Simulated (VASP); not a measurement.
# TaN (P-6m2) in VASP: a series of runs

Aim: see how the results for TaN move with the level of theory and the settings. Levels: PBEsol+U, PBE0. Tasks: single point.

Program: VASP 6.6.1. These are calculated values, not measurements. Logs are shortened: lines on timing, memory, paths and dates and some standing lists are left out, and cuts for length are marked.

## (1) The cell of the first run

The structure is hexagonal, space group P-6m2 (No. 187). The conventional cell has a = 2.938 Å, b = 2.938 Å, c = 2.883 Å, α = 90.00°, β = 90.00°, γ = 120.00°. Within 3.0 Å of Ta (site symmetry -6m2) lie 6 N at 2.23 Å and 8 Ta at 2.88 to 2.94 Å. N (site symmetry -6m2) has 6 Ta at 2.23 Å and 8 N at 2.88 to 2.94 Å within 3.0 Å.

## (2) Single point, PBEsol+U

INCAR reads:

```
SYSTEM = TaN
PREC = Accurate ; ENCUT = 520
EDIFF = 1E-7 ; ISMEAR = -1
SIGMA = 0.05 ; LREAL = .False.
LASPH = .True. ; NELM = 150
ALGO = Normal ; ISIF = 2
LWAVE = .False. ; LCHARG = .True.
LMAXMIX = 4 ; LDAU = .True.
LDAUTYPE = 2 ; LDAUL = 2 -1
LDAUU = 6 0 ; LDAUJ = 0 0
LDAUPRINT = 1 ; GGA = PS
LELF = .True. ; LVHAR = .True.
NBANDS = 15
```

KPOINTS reads:

```
Automatic mesh
0
Gamma
  10 10 9
  0 0 0
```

POSCAR reads:

```
TaN
1.0
    2.9380000000      0.0000000000      0.0000000000
   -1.4690000000      2.5443826363      0.0000000000
    0.0000000000      0.0000000000      2.8830000000
Ta N
1 1
Direct
    0.0000000000      0.0000000000      0.5000000000
    0.6666666667      0.3333333333      0.0000000000
```

Potentials or basis: VASP PAW PBE potentials, release 64 (Ta_pv, N).

On the command line:

```
> cat potpaw_PBE.64/Ta_pv/POTCAR potpaw_PBE.64/N/POTCAR > POTCAR
> mpirun -np 1 vasp_std > vasp.out
```

OUTCAR:

```text
SYSTEM = TaN
   PREC = Accurate
   ENCUT = 520
   EDIFF = 1E-7
   ISMEAR = -1
   LREAL = .False.
   LASPH = .True.
   NELM = 150
   ISIF = 2
   GGA = PS

 ion  position               nearest neighbor table
   1  0.000  0.000  0.500-   2 2.23   2 2.23   2 2.23   2 2.23   2 2.23   2 2.23
   2  0.667  0.333  0.000-   1 2.23   1 2.23   1 2.23   1 2.23   1 2.23   1 2.23

  LATTYP: Found a hexagonal cell.
 ALAT       =     2.9380000000
 C/A-ratio  =     0.9812797822

  Lattice vectors:

 A1 = (   2.9380000000,   0.0000000000,   0.0000000000)
 A2 = (  -1.4690000000,   2.5443826363,   0.0000000000)
 A3 = (   0.0000000000,   0.0000000000,   2.8830000000)

Analysis of symmetry for initial positions (statically):
=====================================================================
 Subroutine PRICEL returns:
 Original cell was already a primitive cell.

 Routine SETGRP: Setting up the symmetry group for a
 hexagonal supercell.

 Subroutine GETGRP returns: Found 12 space group operations
 (whereof 12 operations were pure point group operations)
 out of a pool of 24 trial point group operations.

The static configuration has the point symmetry D_3h.

Analysis of symmetry for dynamics (positions and initial velocities):
=====================================================================
 Subroutine PRICEL returns:
 Original cell was already a primitive cell.

 Routine SETGRP: Setting up the symmetry group for a
 hexagonal supercell.

 Subroutine GETGRP returns: Found 12 space group operations
 (whereof 12 operations were pure point group operations)
 out of a pool of 24 trial point group operations.

The dynamic configuration has the point symmetry D_3h.

 Subroutine INISYM returns: Found 12 space group operations
 (whereof 12 operations are pure point group operations),
 and found     1 'primitive' translations

[... 149 lines left out ...]

  0.2489 -0.0000  0.0000 -0.0000  0.0000
 -0.0000  0.1673  0.0000 -0.0000  0.0000
  0.0000  0.0000  0.3038  0.0000 -0.0000
 -0.0000 -0.0000  0.0000  0.1673  0.0000
  0.0000  0.0000 -0.0000  0.0000  0.2489

 occupancies and eigenvectors

  o =  0.1673  v =  0.0000  1.0000  0.0000  0.0000 -0.0000  0.0000  0.0000  0.0000  0.0000  0.0000      0.0000  0.0000  0.0000  0.0000  0.0000  0.0000  0.0000  0.0000  0.0000  0.0000
  o =  0.1673  v =  0.0000  0.0000  0.0000  0.0000  0.0000  0.0000  1.0000  0.0000  0.0000 -0.0000      0.0000  0.0000  0.0000  0.0000  0.0000  0.0000  0.0000  0.0000  0.0000  0.0000
  o =  0.1673  v =  0.0000 -0.0000  0.0000  1.0000 -0.0000  0.0000  0.0000  0.0000  0.0000  0.0000      0.0000  0.0000  0.0000  0.0000  0.0000  0.0000  0.0000  0.0000  0.0000  0.0000
  o =  0.1673  v =  0.0000  0.0000  0.0000  0.0000  0.0000  0.0000 -0.0000  0.0000  1.0000 -0.0000      0.0000  0.0000  0.0000  0.0000  0.0000  0.0000  0.0000  0.0000  0.0000  0.0000
  o =  0.2489  v =  0.0000  0.0000  0.0000  0.0000  0.0000 -0.9942  0.0000  0.0000  0.0000  0.1079      0.0000  0.0000  0.0000  0.0000  0.0000  0.0000  0.0000  0.0000  0.0000  0.0000
  o =  0.2489  v = -0.9942  0.0000  0.0000  0.0000  0.1079  0.0000  0.0000  0.0000  0.0000  0.0000      0.0000  0.0000  0.0000  0.0000  0.0000  0.0000  0.0000  0.0000  0.0000  0.0000
  o =  0.2489  v =  0.1079  0.0000  0.0000  0.0000  0.9942  0.0000  0.0000  0.0000  0.0000  0.0000      0.0000  0.0000  0.0000  0.0000  0.0000  0.0000  0.0000  0.0000  0.0000  0.0000
  o =  0.2489  v =  0.0000  0.0000  0.0000  0.0000  0.0000  0.1079  0.0000  0.0000  0.0000  0.9942      0.0000  0.0000  0.0000  0.0000  0.0000  0.0000  0.0000  0.0000  0.0000  0.0000
  o =  0.3038  v =  0.0000 -0.0000  1.0000 -0.0000 -0.0000  0.0000  0.0000  0.0000  0.0000  0.0000      0.0000  0.0000  0.0000  0.0000  0.0000  0.0000  0.0000  0.0000  0.0000  0.0000
  o =  0.3038  v =  0.0000  0.0000  0.0000  0.0000  0.0000  0.0000 -0.0000  1.0000 -0.0000 -0.0000      0.0000  0.0000  0.0000  0.0000  0.0000  0.0000  0.0000  0.0000  0.0000  0.0000

 number of electron      16.0000001 magnetization

 Free energy of the ion-electron system (eV)
  ---------------------------------------------------
  ext. energy  EPLUGINS =         0.00000000
  ---------------------------------------------------
  free energy    TOTEN  =       -18.43167100 eV

  energy without entropy =      -18.43140205  energy(sigma->0) =      -18.43153652

 E-fermi :   9.1129     XC(G=0): -13.5217

 val. band max:        8.9830236971   @ k =   0.0000   0.0000   0.4444
 cond. band min:       9.3108247022   @ k =   0.1000  -0.0000   0.4444
 fundamental gap:      0.3278010052
 Fermi energy:         9.1128606991

 k-point     1 :       0.0000    0.0000    0.0000
  band No.  band energies     occupation
      1     -27.2009      2.00000
      2     -26.9515      2.00000
      3     -26.9515      2.00000
      4      -9.3432      2.00000
      5       4.1863      2.00000
      6       4.1863      2.00000
      7       4.4774      2.00000
      8       5.5455      2.00000
      9      10.4801      0.00000
     10      12.4445      0.00000
     11      12.4445      0.00000
     12      13.5933      0.00000
     13      13.5933      0.00000
     14      20.6880      0.00000
[... 401 lines left out ...]
      2     -27.2238      2.00000
      3     -27.1590      2.00000
      4      -6.8883      2.00000
      5       0.3844      2.00000
      6       3.3798      2.00000
      7       4.3982      2.00000
      8       6.5193      2.00000
      9      11.6713      0.00000
     10      12.6598      0.00000
     11      13.5417      0.00000
     12      14.8721      0.00000
     13      17.3999      0.00000
     14      20.0681      0.00000
     15      20.7665      0.00000

 [... further k-points ...]
[... 5 lines left out ...]
  --------------------------------------------------------------------------------------
  -------------------------------------------------------------------------------------
  Total        2.0478328      2.0478328      2.3315611      0.0000000     -0.0000000     -0.0000000
  in kB      152.2391022    152.2391022    173.3319083      0.0000000     -0.0000000     -0.0000000
  external PRESSURE =     159.2700376 kB  Pullay stress =       0.0000000 kB

 VOLUME and BASIS-vectors are now :
 -----------------------------------------------------------------------------
  energy-cutoff  :      520.00
  volume of cell :       21.55
      direct lattice vectors                 reciprocal lattice vectors
     2.938000000  0.000000000  0.000000000     0.340367597  0.196511324  0.000000000
    -1.469000000  2.544382636  0.000000000     0.000000000  0.393022648  0.000000000
     0.000000000  0.000000000  2.883000000     0.000000000  0.000000000  0.346860909

 POSITION                                       TOTAL-FORCE (eV/Angst)
 -----------------------------------------------------------------------------------
      0.00000      0.00000      1.44150         0.000000     -0.000000      0.000000
      1.46900      0.84813      0.00000        -0.000000      0.000000      0.000000
 -----------------------------------------------------------------------------------
    total drift:                               -0.000000      0.000000      0.000000

  FREE ENERGIE OF THE ION-ELECTRON SYSTEM (eV)
  ---------------------------------------------------
  free  energy   TOTEN  =       -18.4316709950 eV

  energy  without entropy=      -18.4314020518  energy(sigma->0) =      -18.43153652
```

OSZICAR:

```text
N       E                     dE             d eps       ncg     rms          rms(c)
DAV:   1     0.968294539600E+02    0.96829E+02   -0.87927E+03  2108   0.112E+03
DAV:   2    -0.183240338737E+02   -0.11515E+03   -0.10908E+03  2499   0.305E+02
DAV:   3    -0.214255045098E+02   -0.31015E+01   -0.30887E+01  2520   0.482E+01
DAV:   4    -0.214384559772E+02   -0.12951E-01   -0.12948E-01  2639   0.339E+00
DAV:   5    -0.214385315913E+02   -0.75614E-04   -0.75609E-04  2513   0.241E-01    0.228E+01
DAV:   6    -0.185166403233E+02    0.29219E+01   -0.46163E+00  2723   0.251E+01    0.943E+00
DAV:   7    -0.184726927062E+02    0.43948E-01   -0.79760E-01  2289   0.613E+00    0.594E+00
DAV:   8    -0.184427239026E+02    0.29969E-01   -0.22516E-01  2506   0.385E+00    0.131E+00
DAV:   9    -0.184311990332E+02    0.11525E-01   -0.32230E-02  2331   0.145E+00    0.260E-01
DAV:  10    -0.184319177666E+02   -0.71873E-03   -0.30636E-03  2478   0.618E-01    0.106E-01
DAV:  11    -0.184316614463E+02    0.25632E-03   -0.37531E-04  2464   0.203E-01    0.192E-02
DAV:  12    -0.184316728848E+02   -0.11439E-04   -0.57414E-05  2205   0.622E-02    0.168E-02
DAV:  13    -0.184316709250E+02    0.19599E-05   -0.39060E-06  2471   0.183E-02    0.551E-03
DAV:  14    -0.184316709950E+02   -0.70053E-07   -0.44385E-07  2191   0.573E-03
   1 F= -.18431671E+02 E0= -.18431537E+02  d E =-.268943E-03
```

stdout:

```text
POSCAR found type information on POSCAR TaN
 POSCAR found :  2 types and       2 ions
 scaLAPACK will be used
 -----------------------------------------------------------------------------
|                                                                             |
|                                                                             |
|     You enforced a specific xc type in the INCAR file but a different       |
|     I HOPE YOU KNOW WHAT YOU ARE DOING!                                     |
|                                                                             |
 -----------------------------------------------------------------------------

 LDA part: xc-table for (Slater+PW92), standard interpolation
 POSCAR, INCAR and KPOINTS ok, starting setup
 FFT: planning ... GRIDC
 FFT: planning ... GRID_SOFT
 FFT: planning ... GRID
 WAVECAR not read
 entering main loop
```

Wall time 31 s (1 thread of Intel Xeon 8259CL, shared host); peak memory 0.15 GiB.

What came out:

* Free energy: -18.4317 eV
* Pressure: 15.9 GPa
* Band gap on the k mesh: zero (bands 8 and 9 overlap by 0.35 eV)

Levels at points of the mesh, in eV from the Fermi level:
```csv
k point,band 6,band 7,band 8,band 9,band 10,band 11
"(0.00, 0.00, 0.00)",-4.93,-4.64,-3.57,1.37,3.33,3.33
"(0.50, 0.00, 0.00)",-5.43,-3.81,-3.78,3.43,3.78,5.16
```

Eigenvalues of the final occupation matrices:
```tsv
site	spin	trace	eigenvalues
site 1 d	1	1.14	0.17 0.17 0.25 0.25 0.30
site 1 d	2	1.14	0.17 0.17 0.25 0.25 0.30
```

Caveat: the cell stands under pressure; the PAW data sets were made with another functional, which shifts forces and pressure a little; spin-orbit coupling is left out, which moves the levels of the heavy elements; U without spin polarisation on a metal has little footing.

## (3) Single point, PBEsol+U

INCAR reads:

```
SYSTEM = TaN
  PREC = Accurate
  ENCUT = 520
  EDIFF = 1E-6
  ISMEAR = -1
  SIGMA = 0.05
  LREAL = .False.
  LASPH = .True.
  NELM = 150
  ALGO = Normal
  ISIF = 2
  LWAVE = .False.
  LCHARG = .False.
  LMAXMIX = 4
  LDAU = .True.
  LDAUTYPE = 2
  LDAUL = 2 -1
  LDAUU = 8 0
  LDAUJ = 0 0
  LDAUPRINT = 1
  GGA = PS
  NBANDS = 15
```

KPOINTS is that of step 2.

POSCAR is that of step 2.

Potentials or basis: VASP PAW PBE potentials, release 64 (Ta_pv, N).

On the command line:

```
> cat potpaw_PBE.64/Ta_pv/POTCAR potpaw_PBE.64/N/POTCAR > POTCAR
> mpirun -np 1 vasp_std > vasp.out
```

Wall time 32 s (1 thread of Intel Xeon 8259CL, shared host); peak memory 0.15 GiB.

The run converged. Its results:

```
Free energy            : -16.7260 eV
Pressure               : 23.3 GPa
Band gap on the k mesh : zero (bands 8 and 9 overlap by 0.36 eV)
```

Stress tensor (GPa, compression positive):
```
22.38  0.00  0.00
 0.00 22.38  0.00
 0.00  0.00 25.08
```

Levels at points of the mesh, in eV from the Fermi level:
```
           k point  band 5  band 6  band 7  band 8  band 9  band 10  band 11  band 12
(0.00, 0.00, 0.00)   -5.06   -5.06   -4.80   -3.81    1.06     3.25     3.25     4.68
(0.50, 0.00, 0.00)   -9.30   -5.52   -4.01   -3.92    3.61     3.68     5.16     5.32
```

Eigenvalues of the final occupation matrices:
```
    site  spin  trace               eigenvalues
site 1 d     1   1.10  0.16 0.16 0.24 0.24 0.30
site 1 d     2   1.10  0.16 0.16 0.24 0.24 0.30
```

Caveat: the cell stands under pressure; the PAW data sets were made with another functional, which shifts forces and pressure a little; spin-orbit coupling is left out, which moves the levels of the heavy elements; U without spin polarisation on a metal has little footing.

## (4) Single point, PBE0

POSCAR is that of step 3.

INCAR.step1 reads:

```
SYSTEM = TaN
PREC = Accurate ; ENCUT = 520
EDIFF = 1E-5 ; ISMEAR = -1
SIGMA = 0.05 ; LREAL = .False.
LASPH = .True. ; NELM = 80
ALGO = Normal ; ISIF = 2
LWAVE = .True. ; LCHARG = .False.
GGA = PE ; NBANDS = 15
```

INCAR.step2 reads:

```
SYSTEM = TaN
PREC = Accurate ; ENCUT = 520
EDIFF = 1E-6 ; ISMEAR = -1
SIGMA = 0.05 ; LREAL = .False.
LASPH = .True. ; NELM = 80
ALGO = Normal ; ISIF = 2
LWAVE = .False. ; LCHARG = .False.
GGA = PE ; LHFCALC = .True.
AEXX = 0.25 ; PRECFOCK = Normal
ISTART = 1 ; NBANDS = 15
```

KPOINTS reads:

```
Automatic mesh
0
Gamma
  5 5 5
  0 0 0
```

On the command line:

```
> cat potpaw_PBE.64/Ta_pv/POTCAR potpaw_PBE.64/N/POTCAR > POTCAR
> cp INCAR.step1 INCAR
> mpirun -np 1 vasp_std > vasp.out
> cp INCAR.step2 INCAR
> mpirun -np 1 vasp_std > vasp.out
```

It took 22 min on 1 thread of AMD EPYC 9R45 (Zen 5), shared host; peak memory 0.12 GiB.

Results (log left out):

```
Free energy            : -28.1672 eV
Pressure               : -4.2 GPa
Band gap on the k mesh : 0.71 eV
```

Stress tensor (GPa, compression positive):
```
-3.98  0.00  0.00
 0.00 -3.98  0.00
 0.00  0.00 -4.61
```

Levels at points of the mesh, in eV from the valence-band top:
```csv
k point,band 6,band 7,band 8,band 9,band 10,band 11
"(0.00, 0.00, 0.00)",-5.64,-5.18,-3.86,3.29,4.78,4.80
```

Caveat: the k points lie up to 0.49 Å⁻¹ apart; the PAW data sets were made with another functional, which shifts forces and pressure a little; spin-orbit coupling is left out, which moves the levels of the heavy elements; an odd mesh through Γ misses points on the zone boundary, where band edges can lie.

## (5) The runs side by side

| level | U | k mesh | grid for exact exchange (PRECFOCK) | share of exact exchange | gap on the mesh (eV) | pressure (GPa) |
| --- | --- | --- | --- | --- | --- | --- |
| PBEsol+U | Ta d U = 6.0 eV | 10 × 10 × 9 | - | - | none | 15.9 |
| PBEsol+U | Ta d U = 8.0 eV | 10 × 10 × 9 | - | - | none | 23.3 |
| PBE0 | - | 5 × 5 × 5 | Normal | 0.25 | 0.71 | -4.2 |

Alike in all rows: task single point; potentials or basis VASP PAW PBE potentials, release 64 (Ta_pv, N); no spin polarisation; cell as given; cutoff (eV) 520; smearing fermi-dirac 0.05 eV.

Caveats: some runs use coarse meshes; the PAW data sets were made with another functional, which shifts forces and pressure a little; spin-orbit coupling is left out, which moves the levels of the heavy elements; the cell stands under pressure (at least some runs); U without spin polarisation on a metal has little footing (at least some runs); an odd mesh through Γ misses points on the zone boundary, where band edges can lie (at least some runs).

Absolute energies hang on the potentials; compare differences alone.
